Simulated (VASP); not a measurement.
Wanted: the native input for a VASP 6.6.1 run.

- Task: single point
- Functional: PBE
- Potentials or basis: VASP PAW PBE potentials, release 64 (Zn, Se, S)
- Cutoff: 520 eV
- k mesh: 12 × 12 × 4
- Occupations: gaussian, width 0.02 eV
- Spin: no spin polarisation
- Dipole correction: no
- Further INCAR settings: ALGO = Normal; EDIFF = 1e-06; NBANDS = 36

The structure of Zn3Se2S lies in POSCAR:

```
Zn3Se2S
1.0
    3.8609375902      0.0000000280      0.0000000000
   -1.9304688193      3.3436700216      0.0000000000
    0.0000000000      0.0000000000      9.4716649368
Zn Se S
3 2 1
Direct
    0.0000000000      0.0000000000      0.9896607997
    0.6666666667      0.3333333333      0.3328959820
    0.3333333333      0.6666666667      0.6768672808
    0.6666666667      0.3333333333      0.0799807842
    0.3333333333      0.6666666667      0.4225581534
    0.0000000000      0.0000000000      0.7480359998
```

This cell differs from its parent crystal: volume scaled by 0.91, then relaxed in part.

These files were run (other wordings do the same):

INCAR

```
PREC = Accurate
ENCUT = 520
EDIFF = 1E-6
ISMEAR = 0
SIGMA = 0.02
LREAL = False
LASPH = True
NELM = 60
ALGO = Normal
ISIF = 2
LWAVE = False
LCHARG = False
GGA = PE
NBANDS = 36
```

KPOINTS

```
Automatic mesh
0
Gamma
  12 12 4
```

Potentials or basis: VASP PAW PBE potentials, release 64 (Zn, Se, S).

Launch:

```sh
$ cat potpaw_PBE.64/Zn/POTCAR potpaw_PBE.64/Se/POTCAR potpaw_PBE.64/S/POTCAR > POTCAR
$ mpirun -np 1 vasp_std > vasp.out
```

It gave:

The pressure is 7.3 GPa and the largest force is 0.009 eV/Å. The band gap on the k mesh is 1.61 eV, direct.

It took 2.3 min on 1 thread of Intel(R) Xeon(R) 6975P-C (Granite Rapids), on a shared host, peak memory 0.42 GiB.
